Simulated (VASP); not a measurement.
Wanted: the native input for a VASP 6.6.1 run.

```yaml
Task: relaxation of cell and atoms
Functional: PBE
Potentials_or_basis: VASP PAW PBE potentials, release 64 (Na_pv, H)
Cutoff: 600 eV
k_mesh: 10 × 10 × 10
Occupations: fermi-dirac, width 0.02 eV
Spin: no spin polarisation
Dipole_correction: no
Further_INCAR_settings: ALGO = Normal; EDIFF = 1e-07; IBRION = 2; EDIFFG = -0.005; NSW = 80; ISIF = 3
```

The structure of NaH lies in POSCAR:

```
NaH
1.0
    2.4213389016      0.0000000000      0.0000000000
    0.0000000000      2.4213389016      0.0000000000
    0.0000000000      0.0000000000      2.4213389016
Na H
1 1
Direct
    0.0000000000      0.0000000000      0.0000000000
    0.5000000000      0.5000000000      0.5000000000
```

These files were run (other wordings do the same):

INCAR

```
SYSTEM = NaH
ALGO = Normal ; EDIFF = 1E-7
EDIFFG = -0.005 ; ENCUT = 600
GGA = PE ; IBRION = 2
ISIF = 3 ; ISMEAR = -1
LASPH = .True. ; LCHARG = .False.
LREAL = .False. ; LWAVE = .False.
NELM = 60 ; NSW = 80
PREC = Accurate ; SIGMA = 0.02
```

KPOINTS

```
k-points
0
Gamma
  10 10 10
  0 0 0
```

Potentials or basis: VASP PAW PBE potentials, release 64 (Na_pv, H).

Run with:

```bash
$ cat potpaw_PBE.64/Na_pv/POTCAR potpaw_PBE.64/H/POTCAR > POTCAR
$ mpirun -np 1 vasp_std > vasp.out
```

It gave:

| Property | Result |
| --- | --- |
| Relaxed volume | 12.75 Å³/atom |
| Relaxed cell | a = 2.943 Å, b = 2.943 Å, c = 2.943 Å, α = 90.00°, β = 90.00°, γ = 90.00° |
| Space group after relaxing (to 0.05 Å) | Pm-3m (No. 221) |
| Energy gained by relaxing | 501.6 meV/atom |
| Ionic steps | 23 |
| Pressure after relaxing | 0.0 GPa |
| Band gap on the k mesh | 1.03 eV, indirect (least direct gap 4.47 eV) |

Caveat: the volume moved by over 15 % at a fixed basis, so the end points are rough.

Wall time 48 s on 1 thread of Intel(R) Xeon(R) Platinum 8259CL CPU @ 2.50GHz (Skylake/Cascade Lake) (shared host), peak memory 0.12 GiB.
